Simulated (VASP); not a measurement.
# P (P6_3/mmc) in VASP: a series of runs

Runs on P. Level: r2SCAN. Tasks: single point.

Everything below comes from runs of VASP 6.6.1. Logs are shortened: lines on timing, memory, paths and dates and some standing lists are left out, and cuts for length are marked.

## Step 1: The cell of the first run

Symmetry: P6_3/mmc, No. 194, hexagonal system. Conventional cell: a = 3.691 Å, b = 3.691 Å, c = 10.054 Å, α = 90.00°, β = 90.00°, γ = 120.00°. Within 2.8 Å of P (site symmetry -6m2) lie 3 P at 2.13 Å. P (site symmetry -6m2) has 3 P at 2.13 Å within 2.8 Å.

This isn't the form of P at room conditions, which is orthorhombic.

## Step 2: Single point, r2SCAN

File POSCAR:

```
P
1.0
    3.6913802302      0.0000000000      0.0000000000
   -1.8456901151      3.1968290543      0.0000000000
    0.0000000000      0.0000000000     10.0537591635
P
4
Direct
    0.0000000000      0.0000000000      0.2500000000
    0.0000000000      0.0000000000      0.7500000000
    0.3333333333      0.6666666667      0.7500000000
    0.6666666667      0.3333333333      0.2500000000
```

File INCAR.step1:

```
SYSTEM = P
PREC = Accurate
ENCUT = 520
ISMEAR = 0
SIGMA = 0.1
LREAL = .FALSE.
LASPH = .TRUE.
NELM = 80
NBANDS = 18
GGA = PE
ALGO = Normal
EDIFF = 1E-4
LWAVE = .TRUE.
LCHARG = .FALSE.
```

File INCAR.step2:

```
SYSTEM = P
PREC = Accurate
ENCUT = 520
EDIFF = 1E-6
ISMEAR = 0
SIGMA = 0.1
LREAL = .FALSE.
LASPH = .TRUE.
NELM = 80
ALGO = Normal
ISIF = 2
LWAVE = .FALSE.
LCHARG = .TRUE.
METAGGA = R2SCAN
LMIXTAU = .TRUE.
LELF = .TRUE.
LVHAR = .TRUE.
NBANDS = 18
ISTART = 1
```

File KPOINTS:

```
regular mesh
0
G
  6 6 2
  0 0 0
```

Potentials or basis: VASP PAW PBE potentials, release 64 (P).

The run is started by

```sh
$ cat potpaw_PBE.64/P/POTCAR > POTCAR
$ cp INCAR.step1 INCAR
$ mpirun -np 1 vasp_std > vasp.out
$ cp INCAR.step2 INCAR
$ mpirun -np 1 vasp_std > vasp.out
```

OUTCAR:

```text
SYSTEM = P
   PREC = Accurate
   ENCUT = 520
   EDIFF = 1E-6
   ISMEAR = 0
   LREAL = .FALSE.
   LASPH = .TRUE.
   NELM = 80
   ISIF = 2
   METAGGA = R2SCAN
   ISTART = 1

 ion  position               nearest neighbor table
   1  0.000  0.000  0.250-   4 2.13   4 2.13   4 2.13
   2  0.000  0.000  0.750-   3 2.13   3 2.13   3 2.13
   3  0.333  0.667  0.750-   2 2.13   2 2.13   2 2.13
   4  0.667  0.333  0.250-   1 2.13   1 2.13   1 2.13

  LATTYP: Found a hexagonal cell.
 ALAT       =     3.6913802302
 C/A-ratio  =     2.7235772358

  Lattice vectors:

 A1 = (   3.6913802302,   0.0000000000,   0.0000000000)
 A2 = (  -1.8456901151,   3.1968290543,   0.0000000000)
 A3 = (   0.0000000000,   0.0000000000,  10.0537591635)

Analysis of symmetry for initial positions (statically):
=====================================================================
 Subroutine PRICEL returns:
 Original cell was already a primitive cell.

 Routine SETGRP: Setting up the symmetry group for a
 hexagonal supercell.

 Subroutine GETGRP returns: Found 24 space group operations
 (whereof 12 operations were pure point group operations)
 out of a pool of 24 trial point group operations.

The static configuration has the point symmetry D_3d.
 The point group associated with its full space group is D_6h.

Analysis of symmetry for dynamics (positions and initial velocities):
=====================================================================
 Subroutine PRICEL returns:
 Original cell was already a primitive cell.

 Routine SETGRP: Setting up the symmetry group for a
 hexagonal supercell.

 Subroutine GETGRP returns: Found 24 space group operations
 (whereof 12 operations were pure point group operations)
 out of a pool of 24 trial point group operations.

The dynamic configuration has the point symmetry D_3d.
 The point group associated with its full space group is D_6h.

 Subroutine INISYM returns: Found 24 space group operations
 (whereof 12 operations are pure point group operations),
 and found     1 'primitive' translations

----------------------------------------------------------------------------------------

                                     Primitive cell

[... 79 lines left out ...]
   LSORBIT =      F    spin-orbit coupling
   LASPH  =      T    aspherical Exc in radial PAW
   ENCUT  =  520.0 eV  38.22 Ry    6.18 a.u.   6.86  6.86 18.69*2*pi/ulx,y,z
   NELM   =     80;   NELMIN=  2; NELMDL=  0     # of ELM steps
   EDIFF  = 0.1E-05   stopping-criterion for ELM
   LREAL  =      F    real-space projection
   EDIFFG = 0.1E-04   stopping-criterion for IOM
   NSW    =      0    number of steps for IOM
   IBRION =     -1    ionic relax: 0-MD 1-quasi-New 2-CG
   NFREE  =      0    steps in history (QN), initial steepest desc. (CG)
   ISIF   =      2    stress and relaxation
   ISYM   =      2    0-nonsym 1-usesym 2-fastsym
   POTIM  = 0.5000    time-step for ionic-motion
   TEBEG  =    0.0;   TEEND  =   0.0 temperature during run
   PSTRESS=    0.0 pullay stress
   NELECT =      20.0000    total number of electrons
   NUPDOWN=      -1.0000    fix difference up-down
   EMIN   =  10.00;   EMAX   =-10.00  energy-range for DOS
   EFERMI =   0.00;   METHOD = LEGACY
   ISMEAR =     0;   SIGMA  =   0.10  broadening in eV -4-tet -1-fermi 0-gaus
   EFERMI_NEDOS =   21; number of points for ismear=-14 and -15
   IALGO  =     38    algorithm
   IMIX   =      4    mixing-type and parameters
     AMIX     =   0.40;   BMIX     =  1.00
     AMIX_MAG =   1.60;   BMIX_MAG =  1.00
  volume/ion in A,a.u.               =      29.66       200.16
  Fermi-wavevector in a.u.,A,eV,Ry     =   0.904356  1.708984 11.127650  0.817859
  Thomas-Fermi vector in A             =   2.027793
   LORBIT       =      0    0 simple, 1 ext, 2 COOP (PROOUT), +10 PAW based schemes
   METAGGA = R2SCAN    functional components
   LHFCALC =     F    Hartree Fock is set to
   AEXX    =    0.0000 exact exchange contribution
   IVDW    =     0    specifies the selected vdW correction
   LEPSILON=     F    determine dielectric tensor
   LRPA    =     F    only Hartree local field effects (RPA)
 non-spin polarized calculation
 Gauss-broadening in eV      SIGMA  =   0.10
  energy-cutoff  :      520.00
  volume of cell :      118.64
 maximum number of plane-waves:      3231
 NGX is ok and might be reduce to    28
   NGX = 13   NGY = 13   NGZ = 37

 number of electron      19.9999999 magnetization

 Free energy of the ion-electron system (eV)
  ---------------------------------------------------
  ext. energy  EPLUGINS =         0.00000000
  ---------------------------------------------------
  free energy    TOTEN  =       -32.21605441 eV

  energy without entropy =      -32.18476733  energy(sigma->0) =      -32.20041087

 E-fermi :   2.7493     XC(G=0):  -7.7636

 val. band max:        1.8734204297   @ k =   0.3333   0.1667   0.0000
 cond. band min:       2.7835146535   @ k =   0.3333   0.1667   0.0000
 fundamental gap:      0.9100942239
 Fermi energy:         2.7492717223

 k-point     1 :       0.0000    0.0000    0.0000
  band No.  band energies     occupation
      1     -13.8235      2.00000
      2     -13.8040      2.00000
      3      -3.0591      2.00000
      4      -2.7280      2.00000
      5      -2.7280      2.00000
      6      -2.7243      2.00000
[... 271 lines left out ...]
      5      -5.6186      2.00000
      6      -5.6186      2.00000
[... 10 lines left out ...]
     17       6.8086      0.00000
     18       6.8086      0.00000

------------------------ aborting loop because EDIFF is reached ----------------------------------------

  FORCE on cell =-STRESS in cart. coord.  units (eV):
  Direction    XX          YY          ZZ          XY          YZ          ZX
  --------------------------------------------------------------------------------------
  -------------------------------------------------------------------------------------
  Total        4.0544424      4.0544424     -0.4146356      0.0000000      0.0000000     -0.0000000
  in kB       54.7526368     54.7526368     -5.5993877      0.0000000      0.0000000     -0.0000000
  external PRESSURE =      34.6352953 kB  Pullay stress =       0.0000000 kB

 VOLUME and BASIS-vectors are now :
 -----------------------------------------------------------------------------
  energy-cutoff  :      520.00
  volume of cell :      118.64
      direct lattice vectors                 reciprocal lattice vectors
     3.691380230  0.000000000  0.000000000     0.270901380  0.156404985  0.000000000
    -1.845690115  3.196829054  0.000000000     0.000000000  0.312809970  0.000000000
     0.000000000  0.000000000 10.053759164     0.000000000  0.000000000  0.099465283

 POSITION                                       TOTAL-FORCE (eV/Angst)
 -----------------------------------------------------------------------------------
      0.00000      0.00000      2.51344        -0.000000      0.000000      0.000000
      0.00000      0.00000      7.54032         0.000000      0.000000      0.000000
     -0.00000      2.13122      7.54032         0.000000     -0.000000     -0.000000
      1.84569      1.06561      2.51344        -0.000000      0.000000      0.000000
 -----------------------------------------------------------------------------------
    total drift:                                0.000000     -0.000000     -0.000000

  FREE ENERGIE OF THE ION-ELECTRON SYSTEM (eV)
  ---------------------------------------------------
  free  energy   TOTEN  =       -32.2160544051 eV

  energy  without entropy=      -32.1847673252  energy(sigma->0) =      -32.20041087
```

It took 2.3 min on 1 thread of Intel Xeon 8259CL, shared host; peak memory 0.25 GiB.

What came out:

- Free energy: -32.2161 eV
- Pressure: 3.5 GPa
- Band gap on the k mesh: zero (bands 10 and 11 overlap by 1.45 eV)

Stress tensor (GPa, compression positive):
```
 5.48  0.00  0.00
 0.00  5.48  0.00
 0.00  0.00 -0.56
```

Levels at points of the mesh, in eV from the Fermi level:
```tsv
k point	band 7	band 8	band 9	band 10	band 11	band 12	band 13	band 14
(0.00, 0.00, 0.00)	-5.47	-5.40	-2.70	-2.68	0.56	0.56	0.57	0.57
(0.50, 0.00, 0.00)	-3.43	-3.27	-1.84	-1.81	-1.29	-1.17	5.20	5.53
(0.00, 0.00, 0.50)	-5.48	-5.48	-2.69	-2.69	0.56	0.56	0.56	0.56
(0.50, 0.00, 0.50)	-3.34	-3.34	-1.82	-1.82	-1.24	-1.24	5.75	5.75
```

Caveat: the cell stands under pressure; the PAW data sets were made with another functional, which shifts forces and pressure a little.

## Step 3: Single point, r2SCAN

This run uses another cell than the first one, of 16.78 Å³/atom.

File POSCAR:

```
P
1.0
    3.9699218601      0.0000000000      0.0000000000
   -1.9849609300      3.4380531818      0.0000000000
    0.0000000000      0.0000000000      4.9166933702
P
4
Direct
    0.0000000000      0.0000000000      0.2500000000
    0.0000000000      0.0000000000      0.7500000000
    0.3333333333      0.6666666667      0.7500000000
    0.6666666667      0.3333333333      0.2500000000
```

File INCAR.step1:

```
SYSTEM = P
PREC     = Accurate       ! precision mode
ENCUT    = 520            ! plane-wave cutoff, eV
ISMEAR   = 0              ! smearing method
SIGMA    = 0.1            ! smearing width, eV
LREAL    = .False.        ! projectors in reciprocal space
LASPH    = .True.         ! aspherical terms in the spheres
NELM     = 80             ! most SCF steps
NBANDS   = 18             ! bands
GGA      = PE             ! functional
ALGO     = Normal         ! electronic algorithm
EDIFF    = 1E-4           ! SCF threshold, eV
LWAVE    = .True.         ! write WAVECAR
LCHARG   = .False.        ! write CHGCAR
```

File INCAR.step2:

```
SYSTEM = P
PREC     = Accurate       ! precision mode
ENCUT    = 520            ! plane-wave cutoff, eV
EDIFF    = 1E-6           ! SCF threshold, eV
ISMEAR   = 0              ! smearing method
SIGMA    = 0.1            ! smearing width, eV
LREAL    = .False.        ! projectors in reciprocal space
LASPH    = .True.         ! aspherical terms in the spheres
NELM     = 80             ! most SCF steps
ALGO     = Normal         ! electronic algorithm
ISIF     = 2              ! what is computed and relaxed
LWAVE    = .False.        ! write WAVECAR
LCHARG   = .False.        ! write CHGCAR
METAGGA  = R2SCAN         ! meta-GGA
LMIXTAU  = .True.       
NBANDS   = 18             ! bands
ISTART   = 1
```

File KPOINTS:

```
Automatic mesh
0
Gamma
  15 15 6
  0 0 0
```

Potentials or basis: VASP PAW PBE potentials, release 64 (P).

The run is started by

```sh
$ cat potpaw_PBE.64/P/POTCAR > POTCAR
$ cp INCAR.step1 INCAR
$ mpirun -np 1 vasp_std > vasp.out
$ cp INCAR.step2 INCAR
$ mpirun -np 1 vasp_std > vasp.out
```

OUTCAR:

```text
SYSTEM = P
   PREC = Accurate
   ENCUT = 520
   EDIFF = 1E-6
   ISMEAR = 0
   LREAL = .False.
   LASPH = .True.
   NELM = 80
   ISIF = 2
   METAGGA = R2SCAN
   ISTART = 1

 ion  position               nearest neighbor table
   1  0.000  0.000  0.250-   4 2.29   4 2.29   4 2.29   2 2.46   2 2.46
   2  0.000  0.000  0.750-   3 2.29   3 2.29   3 2.29   1 2.46   1 2.46
   3  0.333  0.667  0.750-   2 2.29   2 2.29   2 2.29
   4  0.667  0.333  0.250-   1 2.29   1 2.29   1 2.29
[... 706 lines left out ...]

  FORCE on cell =-STRESS in cart. coord.  units (eV):
  Direction    XX          YY          ZZ          XY          YZ          ZX
  --------------------------------------------------------------------------------------
  -------------------------------------------------------------------------------------
  Total       -0.2352676     -0.2352676     -0.1055450     -0.0000000     -0.0000000      0.0000000
  in kB       -5.6170080     -5.6170080     -2.5198851     -0.0000000     -0.0000000      0.0000000
  external PRESSURE =      -4.5846337 kB  Pullay stress =       0.0000000 kB

 VOLUME and BASIS-vectors are now :
 -----------------------------------------------------------------------------
  energy-cutoff  :      520.00
  volume of cell :       67.11
      direct lattice vectors                 reciprocal lattice vectors
     3.969921860  0.000000000  0.000000000     0.251894127  0.145431142  0.000000000
    -1.984960930  3.438053182  0.000000000     0.000000000  0.290862284  0.000000000
     0.000000000  0.000000000  4.916693370     0.000000000  0.000000000  0.203388726

 POSITION                                       TOTAL-FORCE (eV/Angst)
 -----------------------------------------------------------------------------------
      0.00000      0.00000      1.22917        -0.000000      0.000000     -0.000000
      0.00000      0.00000      3.68752         0.000000      0.000000     -0.000000
     -0.00000      2.29204      3.68752         0.000000      0.000000      0.000000
      1.98496      1.14602      1.22917        -0.000000     -0.000000     -0.000000
 -----------------------------------------------------------------------------------
    total drift:                                0.000000     -0.000000     -0.000000

  FREE ENERGIE OF THE ION-ELECTRON SYSTEM (eV)
  ---------------------------------------------------
  free  energy   TOTEN  =       -33.5419537146 eV

  energy  without entropy=      -33.5345894682  energy(sigma->0) =      -33.53827159
```

OUTCAR.step1:

```text
SYSTEM = P
   PREC = Accurate
   ENCUT = 520
   ISMEAR = 0
   LREAL = .False.
   LASPH = .True.
[... 736 lines left out ...]
      0.00000      0.00000      3.68752        -0.000000      0.000000     -0.000000
     -0.00000      2.29204      3.68752        -0.000000      0.000000      0.000000
      1.98496      1.14602      1.22917         0.000000      0.000000      0.000000
 -----------------------------------------------------------------------------------
    total drift:                                0.000000     -0.000000     -0.000000

  FREE ENERGIE OF THE ION-ELECTRON SYSTEM (eV)
  ---------------------------------------------------
  free  energy   TOTEN  =       -19.4782531403 eV

  energy  without entropy=      -19.4700187510  energy(sigma->0) =      -19.47413595
```

Run time: 6.3 min. Hardware: 1 thread of Intel Xeon 8259CL, shared host; peak memory 0.24 GiB.

What came out:

* Free energy: -33.5420 eV
* Pressure: -0.5 GPa
* Band gap on the k mesh: zero (bands 10 and 11 overlap by 1.42 eV)

Stress tensor (GPa, compression positive):
```
-0.56  0.00  0.00
 0.00 -0.56  0.00
 0.00  0.00 -0.25
```

Caveat: the PAW data sets were made with another functional, which shifts forces and pressure a little.

## Step 4: Single point, r2SCAN

This run uses another cell than the first one, of 16.74 Å³/atom.

File POSCAR:

```
P
1.0
    3.9654057215      0.0000000000      0.0000000000
   -1.9827028607      3.4341420912      0.0000000000
    0.0000000000      0.0000000000      4.9179799491
P
4
Direct
    0.0000000000      0.0000000000      0.2500000000
    0.0000000000      0.0000000000      0.7500000000
    0.3333333333      0.6666666667      0.7500000000
    0.6666666667      0.3333333333      0.2500000000
```

File INCAR.step1:

```
  ALGO = Normal
  EDIFF = 1E-4
  ENCUT = 520
  GGA = PE
  ISMEAR = 0
  LASPH = T
  LCHARG = F
  LREAL = F
  LWAVE = T
  NBANDS = 18
  NELM = 80
  PREC = Accurate
  SIGMA = 0.1
```

File INCAR.step2:

```
  ALGO = Normal
  EDIFF = 1E-6
  ENCUT = 520
  ISIF = 2
  ISMEAR = 0
  ISTART = 1
  LASPH = T
  LCHARG = F
  LMIXTAU = T
  LREAL = F
  LWAVE = F
  METAGGA = R2SCAN
  NBANDS = 18
  NELM = 80
  PREC = Accurate
  SIGMA = 0.1
```

File KPOINTS:

```
k-points
0
Gamma
  15 15 10
```

The run is started by

```sh
$ cat potpaw_PBE.64/P/POTCAR > POTCAR
$ cp INCAR.step1 INCAR
$ mpirun -np 1 vasp_std > vasp.out
$ cp INCAR.step2 INCAR
$ mpirun -np 1 vasp_std > vasp.out
```

Wall time 9.1 min (1 thread of Intel Xeon 8259CL, shared host); peak memory 0.27 GiB.

Results (log left out):

| Quantity | Value |
| --- | --- |
| Free energy | -33.5405 eV |
| Pressure | -0.4 GPa |
| Band gap on the k mesh | zero (bands 10 and 11 overlap by 1.44 eV) |

Stress tensor (GPa, compression positive):
```
-0.53  0.00  0.00
 0.00 -0.53  0.00
 0.00  0.00 -0.24
```

Levels at points of the mesh, in eV from the Fermi level:
```csv
k point,band 8,band 9,band 10,band 11,band 12,band 13
"(0.00, 0.00, 0.00)",-4.00,-2.97,0.45,0.73,0.73,1.62
"(0.00, 0.00, 0.50)",-4.66,-2.40,-2.40,0.60,0.60,0.60
```

Caveat: the PAW data sets were made with another functional, which shifts forces and pressure a little.

## Step 5: The runs side by side

```csv
cell,k mesh,gap on the mesh (eV),pressure (GPa)
"a = 3.691, b = 3.691, c = 10.054 Å, angles 90.0, 90.0, 120.0°, 4 atoms",6 × 6 × 2,none,3.5
"a = 3.970, b = 3.970, c = 4.917 Å, angles 90.0, 90.0, 120.0°, 4 atoms",15 × 15 × 6,none,-0.5
"a = 3.965, b = 3.965, c = 4.918 Å, angles 90.0, 90.0, 120.0°, 4 atoms",15 × 15 × 10,none,-0.4
```

Alike in all rows: task single point; level r2SCAN; potentials or basis VASP PAW PBE potentials, release 64 (P); no spin polarisation; cutoff (eV) 520; smearing gaussian 0.1 eV.

Caveats: the PAW data sets were made with another functional, which shifts forces and pressure a little; the cell stands under pressure (at least some runs).

Absolute energies hang on the potentials; compare differences alone.
